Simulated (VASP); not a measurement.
A run of VASP 6.6.1:

File INCAR:

```
ALGO = Normal
EDIFF = 1E-6
ENCUT = 520
GGA = PE
ISIF = 2
ISMEAR = -1
LASPH = T
LCHARG = F
LREAL = F
LWAVE = F
NBANDS = 9
NELM = 80
PREC = Accurate
SIGMA = 0.08
```

Contents of KPOINTS:

```
k-points
0
Gamma
  12 12 12
```

Contents of POSCAR:

```
Te
1.0
    3.0216412188      0.0000000000      0.0000000000
    0.0000000000      3.0216412188      0.0000000000
    0.0000000000      0.0000000000      3.0216412188
Te
1
Direct
    0.0000000000      0.0000000000      0.0000000000
```

Potentials or basis: VASP PAW PBE potentials, release 64 (Te).

Launch:

```sh
$ cat potpaw_PBE.64/Te/POTCAR > POTCAR
$ mpirun -np 1 vasp_std > vasp.out
```

Hardware: 1 thread of Intel(R) Xeon(R) Platinum 8488C (Sapphire Rapids), on a shared host.

Problem. Estimate the wall time of this run.

Solution. It took 9.3 s on 1 thread of Intel(R) Xeon(R) Platinum 8488C (Sapphire Rapids), on a shared host, peak memory 0.15 GiB. Counts: scf iterations 10, k points 84.
